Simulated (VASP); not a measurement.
Set up this calculation in VASP 6.6.1, as the native input.

```yaml
Task: single point
Functional: PBE
Potentials_or_basis: VASP PAW PBE potentials, release 64 (Li_sv)
Cutoff: 520 eV
k_mesh: 2 × 2 × 2
Occupations: fermi-dirac, width 0.05 eV
Spin: no spin polarisation
Dipole_correction: no
Further_INCAR_settings: LREAL = Auto; ALGO = Normal; EDIFF = 1e-06; NBANDS = 40
```

The structure of Li (a cell with a defect) lies in POSCAR:

```
Li
1.0
    6.9800000000      0.0000000000      0.0000000000
    0.0000000000      6.9800000000      0.0000000000
    0.0000000000      0.0000000000      6.9800000000
Li
17
Direct
    0.0594842407     -0.0229799427      0.1441547278
    0.4260171920     -0.0580802292     -0.0065042980
    0.0372492837      0.5305444126      0.0647564470
    0.0719770774     -0.1142693410      0.4299856734
    0.3185386819      0.2514469914      0.3154584527
    0.7118911175      0.5934527221      0.0084240688
    0.3551432665      0.0087679083      0.5463896848
    0.7155873926      0.1923209169      0.1096848138
    0.0084670487      0.4457306590      0.4372779370
    0.3247134670      0.6403438395      0.2378366762
    0.1033810888      0.2011891117      0.8186962751
    0.4602005731      0.5704727794      0.5750716332
    0.6790687679      0.8465472779      0.3568767908
    0.7098710602      0.2094699140      0.5351719198
    0.1571060172      0.7035386819      0.7709312321
    0.7652148997      0.9203868195      0.7749856734
    0.4741833811      0.3350000000     -0.1276217765
```

These files were run (other wordings do the same):

INCAR

```
ALGO = Normal
EDIFF = 1E-6
ENCUT = 520
GGA = PE
ISIF = 2
ISMEAR = -1
LASPH = True
LCHARG = False
LREAL = Auto
LWAVE = False
NBANDS = 40
NELM = 80
PREC = Accurate
SIGMA = 0.05
```

KPOINTS

```
k-points
0
Gamma
  2 2 2
```

Potentials or basis: VASP PAW PBE potentials, release 64 (Li_sv).

Command:

```sh
$ cat potpaw_PBE.64/Li_sv/POTCAR > POTCAR
$ mpirun -np 1 vasp_std > vasp.out
```

Results of the run:

| Quantity | Value |
| --- | --- |
| Largest force | 1.089 eV/Å |
| Band gap on the k mesh | zero (an odd number of electrons rules out a gap without spin polarisation) |

Caveat: the k points lie up to 0.45 Å⁻¹ apart, too coarse for converged energies and pressures of a metal.

Wall time 3 min on 1 thread of Intel(R) Xeon(R) Platinum 8259CL CPU @ 2.50GHz (Skylake/Cascade Lake) (shared host), peak memory 0.37 GiB.
